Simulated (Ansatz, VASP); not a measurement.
## One calculation of LiF, two programs

INCAR

```
PREC = Accurate
ENCUT = 520
EDIFF = 1E-6
ISMEAR = 0
SIGMA = 0.02
LREAL = False
LASPH = True
NELM = 60
ALGO = Normal
ISIF = 2
LWAVE = False
LCHARG = False
GGA = PE
NBANDS = 12
```

The input KPOINTS:

```
Automatic mesh
0
Gamma
  10 10 10
```

POSCAR

```
LiF
1.0
    0.0000000000      2.2040209809      2.2040209809
    2.2040209809      0.0000000000      2.2040209809
    2.2040209809      2.2040209809      0.0000000000
Li F
1 1
Direct
    0.7500000000      0.7500000000      0.7500000000
    0.0000000000      0.0000000000      0.0000000000
```

Input for Ansatz:

```yaml
crystal:
  lattice:
    - [0.0, 2.2040209809, 2.2040209809]
    - [2.2040209809, 0.0, 2.2040209809]
    - [2.2040209809, 2.2040209809, 0.0]
  atoms:
    - { symbol: Li, position: [0.75, 0.75, 0.75] }
    - { symbol: F, position: [0.0, 0.0, 0.0] }
basis:
  ecutwfc: 420
kpoints:
  mp_grid: { grid: [10, 10, 10] }
hamiltonian:
  xc: pbe
scf:
  occupations: { method: gaussian, width: 0.02 }
output:
  forces: true
  stress: true
  eigenvalues: true
```

Alike in both runs: task single point; functional PBE; k mesh 10 × 10 × 10; occupations gaussian, width 0.02 eV; no spin polarisation.

|  | VASP | Ansatz |
| --- | --- | --- |
| version | VASP 6.6.1 | Ansatz 0.2.0 |
| potentials or method | VASP PAW PBE potentials, release 64 (Li_sv, F), cutoff 520 eV | scalar-relativistic, plane waves, PAW |
| valence electrons in the cell | 10 | 10 |

|  | VASP | Ansatz | Ansatz less VASP |
| --- | --- | --- | --- |
| gap on the k mesh at the Fermi level (eV) | 7.48 | 7.49 | +0.010 |
| least direct gap on the mesh (eV) | 7.48 | 7.49 | +0.010 |

Noted on VASP's run: the cutoff is short for stress, so the pressure is rough.
